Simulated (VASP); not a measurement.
Runs of VASP 6.6.1 on TiTe2. The structure is that of space group Fm-3m (No. 225), or close to it. The cells are those of the table. 

```tsv
task	level	potentials or basis	spin	cell	cutoff (eV)	gap on the mesh (eV)	pressure (GPa)	relaxed volume (Å³/atom)
single point	PBE	VASP PAW PBE potentials, release 64 (Ti_sv, Te)	non-collinear, zero start, SOC	a = 4.865 Å, angles 60.0°, 3 atoms	520	-	(a)	-
relaxation of cell and atoms	r2SCAN	VASP PAW PBE potentials, release 64 (Ti_sv, Te)	off	relaxed from a = 4.859 Å, angles 60.0°, 3 atoms	600	none	0.0	(b)
single point	LDA	VASP PAW LDA potentials, release 64 (Ti_sv, Te)	off	a = 4.741 Å, angles 60.0°, 3 atoms	520	none	0.2	-
single point	PBE	VASP PAW PBE potentials, release 64 (Ti_sv, Te)	off	a = 4.859 Å, angles 60.0°, 3 atoms	520	none	0.0	-
relaxation of cell and atoms	LDA	VASP PAW LDA potentials, release 64 (Ti_sv, Te)	off	relaxed from a = 4.859 Å, angles 60.0°, 3 atoms	600	none	0.0	25.16
relaxation of cell and atoms	PBE	VASP PAW PBE potentials, release 64 (Ti_sv, Te)	off	relaxed from a = 5.298 Å, angles 60.0°, 3 atoms	600	none	0.0	27.03
single point	PBEsol	VASP PAW PBE potentials, release 64 (Ti_sv, Te)	off	a = 4.779 Å, angles 60.0°, 3 atoms	520	none	0.1	-
single point	PBE	VASP PAW PBE potentials, release 64 (Ti_sv, Te)	off	a = 4.865 Å, angles 60.0°, 3 atoms	520	none	-0.2	-
relaxation of cell and atoms	PBEsol	VASP PAW PBE potentials, release 64 (Ti_sv, Te)	off	relaxed from a = 4.859 Å, angles 60.0°, 3 atoms	600	none	0.0	25.76
single point	r2SCAN	VASP PAW PBE potentials, release 64 (Ti_sv, Te)	off	a = 4.865 Å, angles 60.0°, 3 atoms	520	none	0.1	-
single point	LDA	VASP PAW LDA potentials, release 64 (Ti_sv, Te)	off	a = 4.865 Å, angles 60.0°, 3 atoms	520	none	-4.8	-
```

Alike in all rows: k mesh 6 × 6 × 6; smearing fermi-dirac 0.02 eV.

Task: Estimate the missing entries.

Result: (a) -0.1; (b) 27.19.

Caveats: spin-orbit coupling is left out, which moves the levels of the heavy elements (some runs); the PAW data sets were made with another functional, which shifts forces and pressure a little (some runs); the volume moved by over 15 % at a fixed basis, so the end points are rough (some runs).

A k mesh can miss the band edges, and rows without SOC leave out spin-orbit coupling on Te.

A gap of «none» marks levels without a gap at the run's occupations.
